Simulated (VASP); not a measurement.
# Si3Bi (Cmmm) in VASP: single point with PBE

Aim: the single point of Si3Bi with PBE.

Program: VASP 6.6.1. These are calculated values, not measurements. Logs are shortened: lines on timing, memory, paths and dates and some standing lists are left out, and cuts for length are marked.

## 1. The cell of the first run

The typed cell holds 4 atoms: a = 3.245 Å, b = 3.245 Å, c = 7.441 Å, α = 90.00°, β = 90.00°, γ = 90.03°.

The cell was generated, and may not be a known phase.

## 2. Single point, PBE

Contents of INCAR:

```
SYSTEM = Si3Bi
ALGO = Normal
EDIFF = 1E-6
ENCUT = 520
GGA = PE
ISIF = 2
ISMEAR = 0
LASPH = .TRUE.
LCHARG = .FALSE.
LREAL = .FALSE.
LWAVE = .FALSE.
NBANDS = 22
NELM = 100
PREC = Accurate
SIGMA = 0.1
```

Contents of KPOINTS:

```
k-points
0
G
  14 14 6
  0 0 0
```

Contents of POSCAR:

```
Si3Bi
1.0
    2.2938897110     -2.2949410200      0.0000000000
    2.2938897110      2.2949410200      0.0000000000
    0.0000000000      0.0000000000      7.4405756505
Si Bi
3 1
Direct
    0.5000000000      0.5000000000      0.6716630592
    0.0000000000      0.0000000000      0.5000000000
    0.5000000000      0.5000000000      0.3283369408
    0.0000000000      0.0000000000      0.0000000000
```

Potentials or basis: VASP PAW PBE potentials, release 64 (Si, Bi_d).

Launch:

```
> cat potpaw_PBE.64/Si/POTCAR potpaw_PBE.64/Bi_d/POTCAR > POTCAR
> mpirun -np 1 vasp_std > vasp.out
```

OUTCAR:

```text
SYSTEM = Si3Bi
   EDIFF = 1E-6
   ENCUT = 520
   GGA = PE
   ISIF = 2
   ISMEAR = 0
   LASPH = .TRUE.
   LREAL = .FALSE.
   NELM = 100
   PREC = Accurate

 ion  position               nearest neighbor table
   1  0.500  0.500  0.672-   3 2.55   2 2.63   2 2.63   2 2.63   2 2.63   4 3.35   4 3.35   4 3.35
                             4 3.35
   2  0.000  0.000  0.500-   1 2.63   3 2.63   1 2.63   3 2.63   1 2.63   3 2.63   1 2.63   3 2.63

   3  0.500  0.500  0.328-   1 2.55   2 2.63   2 2.63   2 2.63   2 2.63   4 3.35   4 3.35   4 3.35
                             4 3.35
   4  0.000  0.000  0.000-   1 3.35   3 3.35   1 3.35   3 3.35   1 3.35   3 3.35   1 3.35   3 3.35

  LATTYP: Found a base centered orthorhombic cell.
 ALAT       =     4.5877794220
 B/A-ratio  =     1.0004583084
 C/A-ratio  =     1.6218250631

  Lattice vectors:

 A1 = (   2.2938897110,  -2.2949410200,   0.0000000000)
 A2 = (   2.2938897110,   2.2949410200,   0.0000000000)
 A3 = (   0.0000000000,   0.0000000000,   7.4405756505)

Analysis of symmetry for initial positions (statically):
=====================================================================
 Subroutine PRICEL returns:
 Original cell was already a primitive cell.

 Routine SETGRP: Setting up the symmetry group for a
 base centered orthorhombic supercell.

 Subroutine GETGRP returns: Found  8 space group operations
 (whereof  8 operations were pure point group operations)
 out of a pool of  8 trial point group operations.

The static configuration has the point symmetry D_2h.

Analysis of symmetry for dynamics (positions and initial velocities):
=====================================================================
 Subroutine PRICEL returns:
 Original cell was already a primitive cell.

 Routine SETGRP: Setting up the symmetry group for a
 base centered orthorhombic supercell.

 Subroutine GETGRP returns: Found  8 space group operations
 (whereof  8 operations were pure point group operations)
 out of a pool of  8 trial point group operations.

The dynamic configuration has the point symmetry D_2h.

 Subroutine INISYM returns: Found  8 space group operations
 (whereof  8 operations are pure point group operations),
 and found     1 'primitive' translations

----------------------------------------------------------------------------------------

                                     Primitive cell

  volume of cell :      78.3395

  direct lattice vectors                    reciprocal lattice vectors
     2.293889711 -2.294941020  0.000000000     0.217970375 -0.217870523  0.000000000
     2.293889711  2.294941020  0.000000000     0.217970375  0.217870523  0.000000000
     0.000000000  0.000000000  7.440575650     0.000000000  0.000000000  0.134398203

  length of vectors
     3.244793413  3.244793413  7.440575650     0.308186062  0.308186062  0.134398203

  position of ions in fractional coordinates (direct lattice)
     0.500000000  0.500000000  0.671663059
     0.000000000  0.000000000  0.500000000
     0.500000000  0.500000000  0.328336941
     0.000000000  0.000000000  0.000000000

  ion indices of the primitive-cell ions
   primitive index   ion index
                 1           1
                 2           2
                 3           3
                 4           4

----------------------------------------------------------------------------------------

 KPOINTS: k-points

Automatic generation of k-mesh.
 Grid dimensions read from file:
 generate k-points for:   14   14    6

 Generating k-lattice:

  Cartesian coordinates                     Fractional coordinates (reciprocal lattice)
     0.015569312 -0.015562180  0.000000000     0.071428571 -0.000000000  0.000000000
     0.015569312  0.015562180  0.000000000    -0.000000000  0.071428571  0.000000000
     0.000000000  0.000000000  0.022399701     0.000000000  0.000000000  0.166666667

  Length of vectors
     0.022013290  0.022013290  0.022399701

  Shift w.r.t. Gamma in fractional coordinates (k-lattice)
     0.000000000  0.000000000  0.000000000

 Subroutine IBZKPT returns following result:
 ===========================================

 Found    228 irreducible k-points:

 Following reciprocal coordinates:
            Coordinates               Weight
  0.000000  0.000000  0.000000      1.000000
  0.071429  0.000000  0.000000      4.000000
  0.142857 -0.000000  0.000000      4.000000
  0.214286  0.000000  0.000000      4.000000
  0.285714  0.000000  0.000000      4.000000
  0.357143  0.000000  0.000000      4.000000
[... 16 lines left out ...]
  0.214286  0.142857  0.000000      4.000000
  0.285714  0.142857  0.000000      4.000000
 [... further k-points ...]
   k-points           NKPTS =    228   k-points in BZ     NKDIM =    228   number of bands    NBANDS=     22
   number of dos      NEDOS =    301   number of ions     NIONS =      4
   total plane-waves  NPLWV =  32256
   dimension x,y,z NGX =    24 NGY =   24 NGZ =   56
   dimension x,y,z NGXF=    48 NGYF=   48 NGZF=  112
   ions per type =               3   1
   NGX,Y,Z   is equivalent  to a cutoff of  12.30, 12.30, 12.51 a.u.
   NGXF,Y,Z  is equivalent  to a cutoff of  24.59, 24.59, 25.02 a.u.
 SYSTEM =  Si3Bi
   PREC   = accura    normal or accurate (medium, high low for compatibility)
   ISTART =      0    job   : 0-new  1-cont  2-samecut
   ICHARG =      2    charge: 1-file 2-atom 10-const
   ISPIN  =      1    spin polarized calculation?
   LNONCOLLINEAR =      F non collinear calculations
   LSORBIT =      F    spin-orbit coupling
   LASPH  =      T    aspherical Exc in radial PAW
   ENCUT  =  520.0 eV  38.22 Ry    6.18 a.u.   6.03  6.03 13.83*2*pi/ulx,y,z
   NELM   =    100;   NELMIN=  2; NELMDL= -5     # of ELM steps
   EDIFF  = 0.1E-05   stopping-criterion for ELM
   LREAL  =      F    real-space projection
   EDIFFG = 0.1E-04   stopping-criterion for IOM
   NSW    =      0    number of steps for IOM
   IBRION =     -1    ionic relax: 0-MD 1-quasi-New 2-CG
   NFREE  =      0    steps in history (QN), initial steepest desc. (CG)
   ISIF   =      2    stress and relaxation
   ISYM   =      2    0-nonsym 1-usesym 2-fastsym
   POTIM  = 0.5000    time-step for ionic-motion
   TEBEG  =    0.0;   TEEND  =   0.0 temperature during run
   PSTRESS=    0.0 pullay stress
   NELECT =      27.0000    total number of electrons
   NUPDOWN=      -1.0000    fix difference up-down
   EMIN   =  10.00;   EMAX   =-10.00  energy-range for DOS
   EFERMI =   0.00;   METHOD = LEGACY
   ISMEAR =     0;   SIGMA  =   0.10  broadening in eV -4-tet -1-fermi 0-gaus
   EFERMI_NEDOS =   21; number of points for ismear=-14 and -15
   IALGO  =     38    algorithm
   IMIX   =      4    mixing-type and parameters
     AMIX     =   0.40;   BMIX     =  1.00
     AMIX_MAG =   1.60;   BMIX_MAG =  1.00
  volume/ion in A,a.u.               =      19.58       132.17
  Fermi-wavevector in a.u.,A,eV,Ry     =   1.147808  2.169042 17.925173  1.317463
  Thomas-Fermi vector in A             =   2.284486
   LORBIT       =      0    0 simple, 1 ext, 2 COOP (PROOUT), +10 PAW based schemes
   GGA     = PE    functional components
   LHFCALC =     F    Hartree Fock is set to
   AEXX    =    0.0000 exact exchange contribution
   IVDW    =     0    specifies the selected vdW correction
   LEPSILON=     F    determine dielectric tensor
   LRPA    =     F    only Hartree local field effects (RPA)
 non-spin polarized calculation
 Gauss-broadening in eV      SIGMA  =   0.10
  energy-cutoff  :      520.00
  volume of cell :       78.34
 maximum number of plane-waves:      2144
   NGX = 13   NGY = 13   NGZ = 27

 number of electron      27.0000006 magnetization

 Free energy of the ion-electron system (eV)
  ---------------------------------------------------
  ext. energy  EPLUGINS =         0.00000000
  ---------------------------------------------------
  free energy    TOTEN  =       -18.16874999 eV

  energy without entropy =      -18.16069121  energy(sigma->0) =      -18.16472060

 E-fermi :   8.4774     XC(G=0): -10.6213

 val. band max:        8.4526636730   @ k =   0.5000   0.1429   0.1667
 cond. band min:       8.4788037872   @ k =   0.2143   0.0714   0.0000
 fundamental gap:      0.0261401141
 Fermi energy:         8.4773883046

 k-point     1 :       0.0000    0.0000    0.0000
  band No.  band energies     occupation
      1     -14.7733      2.00000
      2     -14.6446      2.00000
      3     -14.5000      2.00000
      4     -14.4999      2.00000
      5     -14.4417      2.00000
      6      -5.1938      2.00000
[... 14 lines left out ...]
     21      14.7810      0.00000
     22      16.5422      0.00000

 k-point     2 :       0.0714    0.0000    0.0000
  band No.  band energies     occupation
      1     -14.7633      2.00000
      2     -14.6398      2.00000
      3     -14.5051      2.00000
      4     -14.4995      2.00000
      5     -14.4460      2.00000
      6      -5.1236      2.00000
[... 14 lines left out ...]
     21      15.3033      0.00000
     22      17.0947      0.00000

 k-point     3 :       0.1429   -0.0000    0.0000
  band No.  band energies     occupation
      1     -14.7389      2.00000
      2     -14.6229      2.00000
      3     -14.5196      2.00000
      4     -14.4983      2.00000
      5     -14.4579      2.00000
      6      -4.9136      2.00000
[... 14 lines left out ...]
     21      16.0140      0.00000
     22      16.0858      0.00000

 k-point     4 :       0.2143    0.0000    0.0000
  band No.  band energies     occupation
      1     -14.7141      2.00000
      2     -14.5880      2.00000
      3     -14.5404      2.00000
      4     -14.4965      2.00000
      5     -14.4750      2.00000
      6      -4.5664      2.00000
[... 14 lines left out ...]
     21      15.1871      0.00000
     22      15.3855      0.00000

 k-point     5 :       0.2857    0.0000    0.0000
  band No.  band energies     occupation
      1     -14.6978      2.00000
      2     -14.5633      2.00000
      3     -14.5378      2.00000
      4     -14.4946      2.00000
      5     -14.4939      2.00000
      6      -4.0890      2.00000
[... 14 lines left out ...]
     21      15.0024      0.00000
     22      16.1906      0.00000

 k-point     6 :       0.3571    0.0000    0.0000
  band No.  band energies     occupation
      1     -14.6887      2.00000
      2     -14.5838      2.00000
      3     -14.5109      2.00000
      4     -14.4928      2.00000
      5     -14.4870      2.00000
      6      -3.5008      2.00000
[... 14 lines left out ...]
     21      15.2713      0.00000
     22      15.5790      0.00000

 k-point     7 :       0.4286    0.0000    0.0000
  band No.  band energies     occupation
      1     -14.6839      2.00000
      2     -14.5979      2.00000
      3     -14.5226      2.00000
      4     -14.4916      2.00000
      5     -14.4503      2.00000
      6      -2.8698      2.00000
[... 324 lines left out ...]
      6      -4.8437      2.00000
[... 14 lines left out ...]
     21      16.1192      0.00000
     22      16.2803      0.00000

 k-point    21 :      -0.0714    0.0714    0.0000
  band No.  band energies     occupation
      1     -14.7527      2.00000
      2     -14.6357      2.00000
      3     -14.5050      2.00000
      4     -14.5044      2.00000
      5     -14.4503      2.00000
      6      -5.0535      2.00000
[... 14 lines left out ...]
     21      15.7023      0.00000
     22      16.4771      0.00000

 k-point    22 :       0.1429    0.1429    0.0000
  band No.  band energies     occupation
      1     -14.6941      2.00000
      2     -14.6115      2.00000
      3     -14.5188      2.00000
      4     -14.5166      2.00000
      5     -14.4749      2.00000
      6      -4.6339      2.00000
[... 14 lines left out ...]
     21      16.3779      0.00000
     22      16.4490      0.00000

 k-point    23 :       0.2143    0.1429    0.0000
  band No.  band energies     occupation
      1     -14.6604      2.00000
      2     -14.5850      2.00000
      3     -14.5384      2.00000
      4     -14.5157      2.00000
      5     -14.4930      2.00000
      6      -4.2876      2.00000
[... 14 lines left out ...]
     21      15.6101      0.00000
     22      15.9290      0.00000

 k-point    24 :       0.2857    0.1429    0.0000
  band No.  band energies     occupation
      1     -14.6431      2.00000
      2     -14.5610      2.00000
      3     -14.5355      2.00000
      4     -14.5135      2.00000
      5     -14.5129      2.00000
      6      -3.8116      2.00000
[... 14 lines left out ...]
     21      15.1934      0.00000
     22      16.1530      0.00000

 [... further k-points ...]

------------------------ aborting loop because EDIFF is reached ----------------------------------------

  FORCE on cell =-STRESS in cart. coord.  units (eV):
  Direction    XX          YY          ZZ          XY          YZ          ZX
  --------------------------------------------------------------------------------------
  -------------------------------------------------------------------------------------
  Total       -0.0055926     -0.0303073     -0.0489266      0.0000000      0.0000000      0.0000000
  in kB       -0.1143790     -0.6198357     -1.0006338      0.0000000      0.0000000      0.0000000
  external PRESSURE =      -0.5782828 kB  Pullay stress =       0.0000000 kB

 VOLUME and BASIS-vectors are now :
 -----------------------------------------------------------------------------
  energy-cutoff  :      520.00
  volume of cell :       78.34
      direct lattice vectors                 reciprocal lattice vectors
     2.293889711 -2.294941020  0.000000000     0.217970375 -0.217870523  0.000000000
     2.293889711  2.294941020  0.000000000     0.217970375  0.217870523  0.000000000
     0.000000000  0.000000000  7.440575650     0.000000000  0.000000000  0.134398203

 POSITION                                       TOTAL-FORCE (eV/Angst)
 -----------------------------------------------------------------------------------
      2.29389      0.00000      4.99756         0.000000      0.000000     -0.011125
      0.00000      0.00000      3.72029        -0.000000      0.000000      0.000000
      2.29389      0.00000      2.44302        -0.000000      0.000000      0.011125
      0.00000      0.00000      0.00000        -0.000000     -0.000000      0.000000
 -----------------------------------------------------------------------------------
    total drift:                               -0.000000     -0.000000     -0.000000

  FREE ENERGIE OF THE ION-ELECTRON SYSTEM (eV)
  ---------------------------------------------------
  free  energy   TOTEN  =       -18.1687499867 eV

  energy  without entropy=      -18.1606912114  energy(sigma->0) =      -18.16472060
```

It took 92 s on 1 thread of Intel Xeon 6975P-C (Granite Rapids), shared host; peak memory 0.42 GiB.

Results:

| Property | Result |
| --- | --- |
| Free energy | -18.1687 eV |
| Pressure | -0.1 GPa |
| Largest force | 0.011 eV/Å |
| Band gap on the k mesh | zero (an odd number of electrons rules out a gap without spin polarisation) |

Forces in eV/Å, atoms in the order of the input:
```
Si   0.000  0.000 -0.011
Si   0.000  0.000  0.000
Si   0.000  0.000  0.011
Bi   0.000  0.000  0.000
```

Levels at points of the mesh, in eV from the Fermi level:
```csv
k point,band 9,band 10,band 11,band 12,band 13,band 14,band 15,band 16,band 17,band 18
"(0.00, 0.00, 0.00)",-2.63,-2.04,-0.91,-0.91,0.69,2.65,3.11,3.11,3.24,3.24
"(0.50, 0.00, 0.00)",-6.28,-5.60,-5.24,0.51,0.76,1.98,2.35,2.38,2.46,4.33
"(0.50, 0.50, 0.00)",-5.99,-5.87,-3.93,-2.90,-2.90,-1.88,-1.88,-1.76,-1.24,3.09
"(0.00, 0.00, 0.50)",-5.73,-0.85,-0.84,0.53,1.54,2.03,2.03,2.67,3.18,5.03
"(0.50, 0.00, 0.50)",-7.24,-3.98,-3.28,-2.41,-2.02,1.98,2.52,4.37,4.82,4.85
"(0.50, 0.50, 0.50)",-5.87,-5.87,-4.11,-3.76,-3.75,-0.58,-0.43,-0.36,-0.36,0.89
```

Caveat: spin-orbit coupling is left out, which moves the levels of the heavy elements; an odd number of electrons without spin polarisation forces a metal; a magnetic or distorted state may lie lower.

The gap in the log of VASP goes by the Fermi energy; the results here count the filled bands.